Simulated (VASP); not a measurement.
## GaN: single point with PBE

The system is GaN.

```xyz
2
Lattice="0.0000 2.1794 2.1794 2.1794 0.0000 2.1794 2.1794 2.1794 0.0000" Properties=species:S:1:pos:R:3 pbc="T T T"
Ga    0.0000    0.0000    0.0000
N     3.2690    3.2690    3.2690
```

This cell differs from its parent crystal: volume scaled by 0.88.

```json
{"Program": "VASP 6.6.1", "Task": "single point", "Functional": "PBE", "Potentials or basis": "VASP PAW PBE potentials, release 64 (Ga_d, N)", "Cutoff": "520 eV", "k mesh": "10 × 10 × 10", "Occupations": "gaussian, width 0.02 eV", "Spin": "no spin polarisation", "Dipole correction": "no", "Further INCAR settings": "ALGO = Normal; EDIFF = 1e-06; NBANDS = 16"}
```

The pressure is 29.0 GPa. The band gap on the k mesh is 2.37 eV, direct.

Levels at points of the mesh, in eV from the valence-band top:
```
           k point  band 7  band 8  band 9  band 10  band 11  band 12
(0.00, 0.00, 0.00)    0.00    0.00    0.00     2.37    10.94    10.94
(0.50, 0.00, 0.00)   -7.74   -1.10   -1.10     5.34     9.22    10.89
(0.50, 0.50, 0.00)   -6.55   -3.08   -3.08     3.37     7.24    12.47
```

Run time: 15 s on 1 thread of Intel Xeon 8259CL, with other jobs on the host, peak memory 0.15 GiB.
